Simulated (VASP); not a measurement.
Crystal: Y3B.

```
Y B
1.0
     4.39087    0.00000    0.00000
     0.00000    4.39087    0.00000
     0.00000    0.00000    4.39087
Y B
3 1
Direct
  0.00000 0.50000 0.50000
  0.50000 0.00000 0.50000
  0.50000 0.50000 0.00000
  0.00000 0.00000 0.00000
```

* Program: VASP 6.6.1
* Task: relaxation of cell and atoms
* Functional: PBE
* Potentials or basis: VASP PAW PBE potentials, release 64 (Y_sv, B)
* Cutoff: 600 eV
* k mesh: 4 × 4 × 4
* Occupations: gaussian, width 0.1 eV
* Spin: no spin polarisation

At the start: pressure 5.1 GPa; volume 21.16 Å³/atom.

**Question.** Where does the relaxation end?

**Answer.** Over 3 steps the energy falls by 28.5 meV/atom and the volume is 23.04 Å³/atom (+8.9 %); space group Pm-3m (No. 221, to 0.05 Å).

The path:
```tsv
step	energy change (eV)	largest force (eV/Å)	pressure (GPa)	volume (Å³)
1	0.0000	0.0000	5.11	84.65
2	-0.1122	0.0000	-0.57	93.19
3	-0.1140	0.0000	-0.02	92.17
```

Final structure:
```
CELL_PARAMETERS angstrom
4.51718 0.00000 0.00000
0.00000 4.51718 0.00000
0.00000 0.00000 4.51718
ATOMIC_POSITIONS crystal
Y 0.00000 0.50000 0.50000
Y 0.50000 0.00000 0.50000
Y 0.50000 0.50000 0.00000
B 0.00000 0.00000 0.00000
```
